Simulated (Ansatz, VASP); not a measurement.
# SiC: VASP beside Ansatz

```
Si C
1.0
    -3.07600    0.00000    0.00000
    -1.53800   -2.66389    0.00000
     0.00000    0.00000    9.79600
Si C
4 4
Direct
  0.33333 0.33333 0.67377
  0.33333 0.33333 0.15846
  0.66667 0.66667 0.93143
  0.66667 0.66667 0.41611
  0.33333 0.33333 0.87217
  0.33333 0.33333 0.35685
  0.66667 0.66667 0.09920
  0.66667 0.66667 0.61451
```

Alike in both runs: task single point; functional PBE; k mesh 10 × 10 × 3; occupations gaussian, width 0.05 eV; no spin polarisation.

|  | VASP | Ansatz |
| --- | --- | --- |
| version | VASP 6.6.1 | Ansatz 0.2.0 |
| potentials or method | VASP PAW PBE potentials, release 64 (Si, C), cutoff 600 eV | scalar-relativistic, plane waves, PAW |
| valence electrons in the cell | 32 | 32 |

VASP gave:

| Property | Result |
| --- | --- |
| gap on the k mesh at the Fermi level (eV) | 2.31 |
| least direct gap on the mesh (eV) | 3.55 |
| pressure (GPa) | 13.6 |
| traceless stress, the component that is largest in VASP (GPa) | 15.24 |
| rms of the force components (eV/Å) | 1.994 |

Q: What did Ansatz give for the same quantities?

A: gap on the k mesh at the Fermi level (eV): 2.32; least direct gap on the mesh (eV): 3.55; pressure (GPa): 13.8; traceless stress, the component that is largest in VASP (GPa): 15.19; rms of the force components (eV/Å): 2.003.

Atom by atom the forces differ by 0.009 eV/Å (rms over components). The functional is the same, so the differences come from potentials, cutoffs and numerics.
